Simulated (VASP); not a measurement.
Runs of VASP 6.6.1 on Al. The structure is that of space group Im-3m (No. 229), or close to it. The cells are those of the table. 

```tsv
task	cell	k mesh	cutoff (eV)	gap on the mesh (eV)	pressure (GPa)
single point	a = 2.858 Å, angles 109.5°, 1 atom	15 × 15 × 15	520	none	(a)
single point	a = 2.821 Å, angles 109.5°, 1 atom	22 × 22 × 22	520	none	-0.3
single point	a = 2.821 Å, angles 109.5°, 1 atom	14 × 14 × 14	520	none	-0.1
single point	a = 2.821 Å, angles 109.5°, 1 atom	15 × 15 × 15	520	none	-0.3
single point	a = 2.743 Å, angles 109.5°, 1 atom	15 × 15 × 15	520	none	(b)
single point	a = 2.929 Å, angles 109.5°, 1 atom	15 × 15 × 15	520	none	-6.0
relaxation of cell and atoms	relaxed from a = 2.784 Å, angles 109.5°, 1 atom	14 × 14 × 14	600	none	0.0
single point	a = 2.782 Å, angles 109.5°, 1 atom	15 × 15 × 15	520	none	2.7
single point	a = 2.703 Å, angles 109.5°, 1 atom	15 × 15 × 15	520	none	10.9
single point	a = 2.894 Å, angles 109.5°, 1 atom	15 × 15 × 15	520	none	-4.5
```

Alike in all rows: level RPBE; potentials or basis VASP PAW PBE potentials, release 64 (Al); no spin polarisation; smearing fermi-dirac 0.1 eV.

Q: Fill in the values left out.

A: (a) -2.6; (b) 6.3.

Caveats: the PAW data sets were made with another functional, which shifts forces and pressure a little.

A gap of «none» marks levels without a gap at the run's occupations.
